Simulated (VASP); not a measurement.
# SnO2 (P1) in VASP: single point with PBE

Aim: the single point of SnO2 with PBE.

All numbers are computed with VASP 6.6.1; they aren't measurements. Logs are shortened: lines on timing, memory, paths and dates and some standing lists are left out, and cuts for length are marked.

## 1. The cell of the first run

The typed cell holds 3 atoms: a = 5.261 Å, b = 5.261 Å, c = 5.261 Å, α = 35.80°, β = 35.80°, γ = 35.80°.

## 2. Single point, PBE (atoms displaced along several vibrational modes)

File INCAR:

```
  PREC = Accurate
  ENCUT = 520
  EDIFF = 1E-7
  ISMEAR = 0
  SIGMA = 0.05
  LREAL = F
  LASPH = T
  NELM = 80
  ALGO = Normal
  ISIF = 2
  LWAVE = F
  LCHARG = T
  GGA = PE
  LELF = T
  LVHAR = T
  NBANDS = 20
```

File KPOINTS:

```
Automatic mesh
0
Gamma
  12 12 12
```

File POSCAR:

```
SnO2
1.0
    1.6167660720      0.9334403269      4.9182553763
   -1.6167660720      0.9334403269      4.9182553763
    0.0000000000     -1.8668806537      4.9182553763
Sn O
1 2
Direct
    0.5070637256      0.5005116199      0.4924246545
    0.2086768218      0.2329846055      0.2629865953
    0.7389114734      0.7632192571      0.7932212469
```

Potentials or basis: VASP PAW PBE potentials, release 64 (Sn_d, O).

Launch:

```sh
> cat potpaw_PBE.64/Sn_d/POTCAR potpaw_PBE.64/O/POTCAR > POTCAR
> mpirun -np 1 vasp_std > vasp.out
```

OUTCAR:

```text
PREC = Accurate
   ENCUT = 520
   EDIFF = 1E-7
   ISMEAR = 0
   LREAL = F
   LASPH = T
   NELM = 80
   ISIF = 2
   GGA = PE

 ion  position               nearest neighbor table
   1  0.507  0.501  0.492-   3 2.03   2 2.04   2 2.12   3 2.13   3 2.20   2 2.21
   2  0.209  0.233  0.263-   1 2.04   1 2.12   1 2.21
   3  0.739  0.763  0.793-   1 2.03   1 2.13   1 2.20

  LATTYP: Found a trigonal (rhomboedric) cell.
 ALAT       =     5.2606538873
 COS(alpha) =     0.8110943660

  Lattice vectors:

 A1 = (   1.6167660720,   0.9334403269,   4.9182553763)
 A2 = (  -1.6167660720,   0.9334403269,   4.9182553763)
 A3 = (   0.0000000000,  -1.8668806537,   4.9182553763)

Analysis of symmetry for initial positions (statically):
=====================================================================
 Subroutine PRICEL returns:
 Original cell was already a primitive cell.

 Routine SETGRP: Setting up the symmetry group for a
 trigonal (rhombohedral) supercell.

 Subroutine GETGRP returns: Found  1 space group operations
 (whereof  1 operations were pure point group operations)
 out of a pool of 12 trial point group operations.

The static configuration has the point symmetry C_1 .

Analysis of symmetry for dynamics (positions and initial velocities):
=====================================================================
 Subroutine PRICEL returns:
 Original cell was already a primitive cell.

 Routine SETGRP: Setting up the symmetry group for a
 trigonal (rhombohedral) supercell.

 Subroutine GETGRP returns: Found  1 space group operations
 (whereof  1 operations were pure point group operations)
 out of a pool of 12 trial point group operations.

The dynamic configuration has the point symmetry C_1 .

 Subroutine INISYM returns: Found  1 space group operations
 (whereof  1 operations are pure point group operations),
 and found     1 'primitive' translations

----------------------------------------------------------------------------------------

                                     Primitive cell

  volume of cell :      44.5344

  direct lattice vectors                    reciprocal lattice vectors
     1.616766072  0.933440327  4.918255376     0.309259335  0.178550960  0.067774710
    -1.616766072  0.933440327  4.918255376    -0.309259335  0.178550960  0.067774710
     0.000000000 -1.866880654  4.918255376     0.000000000 -0.357101920  0.067774710

  length of vectors
     5.260653887  5.260653887  5.260653887     0.363476537  0.363476537  0.363476537

  position of ions in fractional coordinates (direct lattice)
     0.507063726  0.500511620  0.492424654
     0.208676822  0.232984606  0.262986595
     0.738911473  0.763219257  0.793221247

  ion indices of the primitive-cell ions
   primitive index   ion index
                 1           1
                 2           2
                 3           3

----------------------------------------------------------------------------------------

 KPOINTS: Automatic mesh

Automatic generation of k-mesh.
 Grid dimensions read from file:
 generate k-points for:   12   12   12

 Generating k-lattice:

  Cartesian coordinates                     Fractional coordinates (reciprocal lattice)
     0.025771611  0.014879247  0.005647893     0.083333333 -0.000000000  0.000000000
    -0.025771611  0.014879247  0.005647893    -0.000000000  0.083333333  0.000000000
     0.000000000 -0.029758493  0.005647893    -0.000000000 -0.000000000  0.083333333

  Length of vectors
     0.030289711  0.030289711  0.030289711

  Shift w.r.t. Gamma in fractional coordinates (k-lattice)
     0.000000000  0.000000000  0.000000000

 Subroutine IBZKPT returns following result:
 ===========================================

 Found    868 irreducible k-points:

 Following reciprocal coordinates:
            Coordinates               Weight
  0.000000  0.000000  0.000000      1.000000
  0.083333  0.000000  0.000000      2.000000
  0.000000  0.083333  0.000000      2.000000
  0.000000  0.000000  0.083333      2.000000
  0.166667 -0.000000  0.000000      2.000000
 -0.000000  0.166667  0.000000      2.000000
[... 16 lines left out ...]
  0.166667  0.083333 -0.000000      2.000000
 -0.166667  0.000000 -0.083333      2.000000
 [... further k-points ...]
   k-points           NKPTS =    868   k-points in BZ     NKDIM =    868   number of bands    NBANDS=     20
   number of dos      NEDOS =    301   number of ions     NIONS =      3
   total plane-waves  NPLWV =  64000
   dimension x,y,z NGX =    40 NGY =   40 NGZ =   40
   dimension x,y,z NGXF=    80 NGYF=   80 NGZF=   80
   ions per type =               1   2
   NGX,Y,Z   is equivalent  to a cutoff of  12.64, 12.64, 12.64 a.u.
   NGXF,Y,Z  is equivalent  to a cutoff of  25.28, 25.28, 25.28 a.u.
 SYSTEM =  unknown system
   PREC   = accura    normal or accurate (medium, high low for compatibility)
   ISTART =      0    job   : 0-new  1-cont  2-samecut
   ICHARG =      2    charge: 1-file 2-atom 10-const
   ISPIN  =      1    spin polarized calculation?
   LNONCOLLINEAR =      F non collinear calculations
   LSORBIT =      F    spin-orbit coupling
   LASPH  =      T    aspherical Exc in radial PAW
   ENCUT  =  520.0 eV  38.22 Ry    6.18 a.u.   9.78  9.78  9.78*2*pi/ulx,y,z
   NELM   =     80;   NELMIN=  2; NELMDL= -5     # of ELM steps
   EDIFF  = 0.1E-06   stopping-criterion for ELM
   LREAL  =      F    real-space projection
   EDIFFG = 0.1E-05   stopping-criterion for IOM
   NSW    =      0    number of steps for IOM
   IBRION =     -1    ionic relax: 0-MD 1-quasi-New 2-CG
   NFREE  =      0    steps in history (QN), initial steepest desc. (CG)
   ISIF   =      2    stress and relaxation
   ISYM   =      2    0-nonsym 1-usesym 2-fastsym
   POTIM  = 0.5000    time-step for ionic-motion
   TEBEG  =    0.0;   TEEND  =   0.0 temperature during run
   PSTRESS=    0.0 pullay stress
   NELECT =      26.0000    total number of electrons
   NUPDOWN=      -1.0000    fix difference up-down
   EMIN   =  10.00;   EMAX   =-10.00  energy-range for DOS
   EFERMI =   0.00;   METHOD = LEGACY
   ISMEAR =     0;   SIGMA  =   0.05  broadening in eV -4-tet -1-fermi 0-gaus
   EFERMI_NEDOS =   21; number of points for ismear=-14 and -15
   IALGO  =     38    algorithm
   IMIX   =      4    mixing-type and parameters
     AMIX     =   0.40;   BMIX     =  1.00
     AMIX_MAG =   1.60;   BMIX_MAG =  1.00
  volume/ion in A,a.u.               =      14.84       100.18
  Fermi-wavevector in a.u.,A,eV,Ry     =   1.368256  2.585628 25.471788  1.872124
  Thomas-Fermi vector in A             =   2.494236
   LORBIT       =      0    0 simple, 1 ext, 2 COOP (PROOUT), +10 PAW based schemes
   GGA     = PE    functional components
   LHFCALC =     F    Hartree Fock is set to
   AEXX    =    0.0000 exact exchange contribution
   IVDW    =     0    specifies the selected vdW correction
   LEPSILON=     F    determine dielectric tensor
   LRPA    =     F    only Hartree local field effects (RPA)
 non-spin polarized calculation
 Gauss-broadening in eV      SIGMA  =   0.05
  energy-cutoff  :      520.00
  volume of cell :       44.53
 maximum number of plane-waves:      1218
   NGX = 19   NGY = 19   NGZ = 19

 number of electron      26.0000001 magnetization

 Free energy of the ion-electron system (eV)
  ---------------------------------------------------
  ext. energy  EPLUGINS =         0.00000000
  ---------------------------------------------------
  free energy    TOTEN  =       -18.11334408 eV

  energy without entropy =      -18.11334408  energy(sigma->0) =      -18.11334408

 E-fermi :   3.2033     XC(G=0):  -9.8113

 val. band max:        2.9967809803   @ k =   0.2500   0.0833  -0.1667
 cond. band min:       4.9910876394   @ k =   0.0000   0.0000   0.0000
 fundamental gap:      1.9943066591
 Fermi energy:         3.2033398262

 k-point     1 :       0.0000    0.0000    0.0000
  band No.  band energies     occupation
      1     -16.9855      2.00000
      2     -16.8244      2.00000
      3     -16.7658      2.00000
      4     -16.5927      2.00000
      5     -16.5843      2.00000
      6     -14.9346      2.00000
[... 12 lines left out ...]
     19      19.8225      0.00000
     20      20.1876      0.00000

 k-point     2 :       0.0833    0.0000    0.0000
  band No.  band energies     occupation
      1     -16.9612      2.00000
      2     -16.8732      2.00000
      3     -16.7554      2.00000
      4     -16.6030      2.00000
      5     -16.5857      2.00000
      6     -14.8860      2.00000
[... 12 lines left out ...]
     19      18.5474      0.00000
     20      20.2041      0.00000

 k-point     3 :       0.0000    0.0833    0.0000
  band No.  band energies     occupation
      1     -16.9622      2.00000
      2     -16.8646      2.00000
      3     -16.7631      2.00000
      4     -16.5978      2.00000
      5     -16.5914      2.00000
      6     -14.8843      2.00000
[... 12 lines left out ...]
     19      18.5720      0.00000
     20      20.1517      0.00000

 k-point     4 :       0.0000    0.0000    0.0833
  band No.  band energies     occupation
      1     -16.9610      2.00000
      2     -16.8745      2.00000
      3     -16.7542      2.00000
      4     -16.6036      2.00000
      5     -16.5851      2.00000
      6     -14.8862      2.00000
[... 12 lines left out ...]
     19      18.5438      0.00000
     20      20.2121      0.00000

 k-point     5 :       0.1667   -0.0000    0.0000
  band No.  band energies     occupation
      1     -17.0424      2.00000
      2     -16.8701      2.00000
      3     -16.7222      2.00000
      4     -16.6251      2.00000
      5     -16.5803      2.00000
      6     -14.7341      2.00000
[... 12 lines left out ...]
     19      17.2631      0.00000
     20      20.3559      0.00000
[... 353 lines left out ...]
      6     -14.8829      2.00000
[... 12 lines left out ...]
     19      18.5375      0.00000
     20      20.1825      0.00000

 k-point    22 :       0.0000    0.0833    0.0833
  band No.  band energies     occupation
      1     -16.9612      2.00000
      2     -16.8733      2.00000
      3     -16.7554      2.00000
      4     -16.6030      2.00000
      5     -16.5857      2.00000
      6     -14.8847      2.00000
[... 12 lines left out ...]
     19      18.5115      0.00000
     20      20.2348      0.00000

 k-point    23 :       0.1667    0.0833   -0.0000
  band No.  band energies     occupation
      1     -16.9771      2.00000
      2     -16.9188      2.00000
      3     -16.7241      2.00000
      4     -16.6203      2.00000
      5     -16.5819      2.00000
      6     -14.7830      2.00000
[... 12 lines left out ...]
     19      17.5850      0.00000
     20      20.0631      0.00000

 k-point    24 :      -0.1667    0.0000   -0.0833
  band No.  band energies     occupation
      1     -16.9625      2.00000
      2     -16.9254      2.00000
      3     -16.7331      2.00000
      4     -16.6163      2.00000
      5     -16.5868      2.00000
      6     -14.7776      2.00000
[... 12 lines left out ...]
     19      17.6062      0.00000
     20      20.0426      0.00000

 [... further k-points ...]
[... 5 lines left out ...]
  --------------------------------------------------------------------------------------
  -------------------------------------------------------------------------------------
  Total        0.4809603      0.6829727      0.3586870      0.1326098     -0.2080263      0.2762583
  in kB       17.3030923     24.5707168     12.9041731      4.7707885     -7.4839830      9.9387050
  external PRESSURE =      18.2593274 kB  Pullay stress =       0.0000000 kB

 VOLUME and BASIS-vectors are now :
 -----------------------------------------------------------------------------
  energy-cutoff  :      520.00
  volume of cell :       44.53
      direct lattice vectors                 reciprocal lattice vectors
     1.616766072  0.933440327  4.918255376     0.309259335  0.178550960  0.067774710
    -1.616766072  0.933440327  4.918255376    -0.309259335  0.178550960  0.067774710
     0.000000000 -1.866880654  4.918255376     0.000000000 -0.357101920  0.067774710

 POSITION                                       TOTAL-FORCE (eV/Angst)
 -----------------------------------------------------------------------------------
      0.01059      0.02121      7.37738        -0.709995     -1.421961      0.007405
     -0.03930     -0.07870      3.46564         0.492661      0.607321      0.199228
     -0.03930     -0.07870     11.28913         0.217334      0.814640     -0.206632
 -----------------------------------------------------------------------------------
    total drift:                                0.000023     -0.000002      0.000053

  FREE ENERGIE OF THE ION-ELECTRON SYSTEM (eV)
  ---------------------------------------------------
  free  energy   TOTEN  =       -18.1133440750 eV

  energy  without entropy=      -18.1133440750  energy(sigma->0) =      -18.11334408
```

Run time: 15 min. Hardware: 1 thread of Intel Xeon 6975P-C (Granite Rapids), shared host; peak memory 0.79 GiB.

What came out:

| Item | Value |
| --- | --- |
| Free energy | -18.1133 eV |
| Pressure | 1.8 GPa |
| Largest force | 1.589 eV/Å |
| Band gap on the k mesh | 1.99 eV (least direct gap 2.16 eV) |

Forces in eV/Å, atoms in the order of the input:
```
Sn  -0.710 -1.422  0.007
O    0.493  0.607  0.199
O    0.217  0.815 -0.207
```

Stress tensor (GPa, compression positive):
```
 1.73  0.48  0.99
 0.48  2.46 -0.75
 0.99 -0.75  1.29
```

Levels at points of the mesh, in eV from the valence-band top:
```csv
k point,band 11,band 12,band 13,band 14,band 15,band 16
"(0.00, 0.00, 0.00)",-0.84,-0.83,-0.17,1.99,5.80,10.96
"(0.50, 0.00, 0.00)",-1.38,-0.54,-0.48,5.33,7.75,10.09
"(0.00, 0.50, 0.00)",-1.39,-0.54,-0.49,5.30,7.79,10.08
"(0.00, 0.00, 0.50)",-1.38,-0.54,-0.48,5.33,7.75,10.09
"(0.50, 0.50, 0.00)",-1.12,-0.44,-0.04,5.12,7.01,10.74
"(0.50, 0.00, 0.50)",-1.14,-0.43,-0.05,5.09,7.04,10.73
"(0.00, 0.50, 0.50)",-1.12,-0.44,-0.04,5.11,7.01,10.74
"(0.50, 0.50, 0.50)",-1.15,-0.81,-0.80,3.09,5.68,11.26
```

Caveat: the cell differs from its parent crystal (atoms displaced along several vibrational modes); spin-orbit coupling is left out, which moves the levels of the heavy elements; forces of over 1 eV/Å act on the atoms, so gaps and moduli don't describe the material at rest.
